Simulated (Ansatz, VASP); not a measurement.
One calculation of ZnSe, two programs

The input POSCAR:

```
ZnSe
1.0
    0.0000000000      2.4406464727      2.4406464727
    2.4406464727      0.0000000000      2.4406464727
    2.4406464727      2.4406464727      0.0000000000
Zn Se
1 1
Direct
    0.0000000000      0.0000000000      0.0000000000
    0.2500000000      0.2500000000      0.2500000000
```

The input INCAR.step1:

```
ALGO = Normal ; EDIFF = 1E-4
ENCUT = 520 ; GGA = PE
ISMEAR = -1 ; LASPH = T
LCHARG = F ; LREAL = F
LWAVE = T ; NBANDS = 16
NELM = 80 ; PREC = Accurate
SIGMA = 0.05
```

INCAR.step2

```
ALGO = Normal ; EDIFF = 1E-7
ENCUT = 520 ; ISIF = 2
ISMEAR = -1 ; ISTART = 1
LASPH = T ; LCHARG = F
LMIXTAU = T ; LREAL = F
LWAVE = F ; METAGGA = R2SCAN
NBANDS = 16 ; NELM = 80
PREC = Accurate ; SIGMA = 0.05
```

KPOINTS

```
k-points
0
Gamma
  11 11 11
```

Input for Ansatz:

```yaml
crystal:
  lattice:
    - [0.0, 2.4406464727, 2.4406464727]
    - [2.4406464727, 0.0, 2.4406464727]
    - [2.4406464727, 2.4406464727, 0.0]
  atoms:
    - { symbol: Zn, position: [0.0, 0.0, 0.0] }
    - { symbol: Se, position: [0.25, 0.25, 0.25] }
kpoints:
  mp_grid: { grid: [11, 11, 11] }
scf:
  occupations: { method: fermi_dirac, width: 0.05 }
hamiltonian:
  xc: r2scan
  pseudopotentials: { kind: paw }
output:
  forces: true
  stress: true
  eigenvalues: true
  populations: true
```

Change from the starting cell: volume scaled by 0.64, PAW files.

Alike in both runs: task single point; functional r2SCAN; k mesh 11 × 11 × 11; occupations fermi-dirac, width 0.05 eV; no spin polarisation.

|  | VASP | Ansatz |
| --- | --- | --- |
| version | VASP 6.6.1 | Ansatz 0.2.0 |
| potentials or method | VASP PAW PBE potentials, release 64 (Zn, Se) | PAW with Ansatz's default frozen-core files, scalar-relativistic |
| plane-wave cutoff (eV) | 520 | 500 |
| valence electrons in the cell | 18 | 28 |

Ansatz gave:

| Item | Value |
| --- | --- |
| gap on the k mesh at the Fermi level (eV) | 2.00 |
| pressure (GPa) | 78.8 |

Problem. Estimate VASP's values.

Solution. gap on the k mesh at the Fermi level (eV): 1.98; pressure (GPa): 80.1.

VASP's potentials were made for PBE, not for r2SCAN. Both programs put the cell under a high pressure, so it lies far from rest at this level. The functional is the same, so the differences come from potentials, cutoffs and numerics. VASP's potentials hold 18 valence electrons a cell and Ansatz's 28, so a difference there can come from the potentials and not from the codes.

Noted on VASP's run: the cell as given lies far from equilibrium.
